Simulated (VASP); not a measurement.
Here is a VASP 6.6.1 calculation.

INCAR

```
  PREC = Accurate
  ENCUT = 520
  EDIFF = 1E-6
  ISMEAR = 0
  SIGMA = 0.05
  LREAL = False
  LASPH = True
  NELM = 100
  ALGO = Normal
  ISIF = 2
  LWAVE = False
  LCHARG = False
  GGA = PE
  NBANDS = 11
```

File KPOINTS:

```
regular mesh
0
Gamma
  12 12 12
```

The input POSCAR:

```
SiC
1.0
    0.0000000000      2.1821022772      2.1821022772
    2.1821022772      0.0000000000      2.1821022772
    2.0917632430      2.0917632430      0.0903390343
Si C
1 1
Direct
    0.0000000000      0.0000000000      0.0000000000
    0.7500000000      0.7500000000      0.7500000000
```

Potentials or basis: VASP PAW PBE potentials, release 64 (Si, C).

The run is started by

```sh
$ cat potpaw_PBE.64/Si/POTCAR potpaw_PBE.64/C/POTCAR > POTCAR
$ mpirun -np 1 vasp_std > vasp.out
```

Estimate the band gap on the k mesh.

1.00 eV, indirect (least direct gap 4.13 eV).

Predict the largest force.

1.119 eV/Å.

What does it give for the pressure?

19.8 GPa.

Stress tensor (GPa, compression positive):
```
 19.78  14.47 -14.47
 14.47  19.78 -14.47
-14.47 -14.47  19.78
```

Caveat: forces of over 1 eV/Å act on the atoms, so gaps and moduli don't describe the material at rest. A k mesh can miss the band edges.
